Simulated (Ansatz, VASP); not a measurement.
# Ni: VASP beside Ansatz

```
CELL_PARAMETERS angstrom
-1.39845 1.39845 1.39845
1.39845 -1.39845 1.39845
1.39845 1.39845 -1.39845
ATOMIC_POSITIONS crystal
Ni 0.00000 0.00000 0.00000
```

Alike in both runs: task relaxation of cell and atoms; functional BLYP; k mesh 16 × 16 × 16; occupations fermi-dirac, width 0.1 eV; no spin polarisation.

|  | VASP | Ansatz |
| --- | --- | --- |
| version | VASP 6.6.1 | Ansatz 0.2.0 |
| potentials or method | VASP PAW PBE potentials, release 64 (Ni), cutoff 600 eV | plane waves (420 eV) with PAW, scalar-relativistic |
| valence electrons in the cell | 10 | 18 |

```csv
,VASP,Ansatz,Ansatz less VASP
relaxed volume (Å³/atom),11.50,11.49,-0.007
relaxed cell length with the largest relative difference (Å),2.463,2.462,-0.0005
```

VASP's potentials were made for PBE, not for BLYP. VASP's potentials hold 10 valence electrons a cell and Ansatz's 18, so a difference there can come from the potentials and not from the codes.
